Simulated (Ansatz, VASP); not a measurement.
## Two plane-wave programs on H6C2O

```xyz
36
Lattice="7.2936 0.0000 0.0000 0.0000 7.2936 0.0000 0.0000 0.0000 7.2936" Properties=species:S:1:pos:R:3 pbc="T T T"
C     2.2225    6.1574    4.9298
C     2.7338    7.5802    4.9376
C     7.5693    2.6747    3.2848
C     6.3810    3.6077    3.3417
C     3.7534    4.3059    1.0366
C     2.5972    5.2801    1.0359
C     4.2917    0.8930    0.6442
C     5.7638    1.0683    0.9413
O     4.1396    7.5198    5.1743
O     5.2082    2.7951    3.3303
O     1.4185    4.5325    0.7395
O     6.4828    0.5328   -0.1687
H     4.4770    8.4306    5.1810
H     2.5179    8.0654    3.9751
H     2.2277    8.1600    5.7225
H     1.1439    6.1357    4.7518
H     2.7203    5.5857    4.1441
H     2.4304    5.6802    5.8894
H     4.4389    3.3870    3.3667
H     6.4249    4.2216    4.2526
H     6.3943    4.2906    2.4804
H     8.5050    3.2402    3.2907
H     7.5587    2.0031    4.1456
H     7.5281    2.0721    2.3754
H     0.6697    5.1511    0.7370
H     2.5151    5.7709    2.0161
H     2.7640    6.0650    0.2846
H     4.6920    4.8207    1.2590
H     3.5897    3.5321    1.7892
H     3.8383    3.8259    0.0598
H     7.4306    0.6413    0.0138
H     5.9970    2.1331    1.0839
H     6.0275    0.5434    1.8705
H     3.6831    1.2864    1.4628
H     4.0303    1.4220   -0.2744
H     4.0608   -0.1657    0.5113
```

Alike in both runs: task relaxation of the atoms; functional PBE; dispersion D3(BJ); k mesh 1 × 1 × 1; occupations fermi-dirac, width 0.05 eV; no spin polarisation.

|  | VASP | Ansatz |
| --- | --- | --- |
| version | VASP 6.6.1 | Ansatz 0.2.0 |
| potentials or method | VASP PAW PBE potentials, release 64 (C, O, H), cutoff 520 eV | scalar-relativistic, plane waves, PAW |
| valence electrons in the cell | 80 | 80 |

```csv
,VASP,Ansatz,Ansatz less VASP
"gap on the k mesh at the Fermi level, each at its own relaxed structure (eV)",4.58,4.64,+0.051
```

Ansatz's warnings: xc potential rough in thin density.
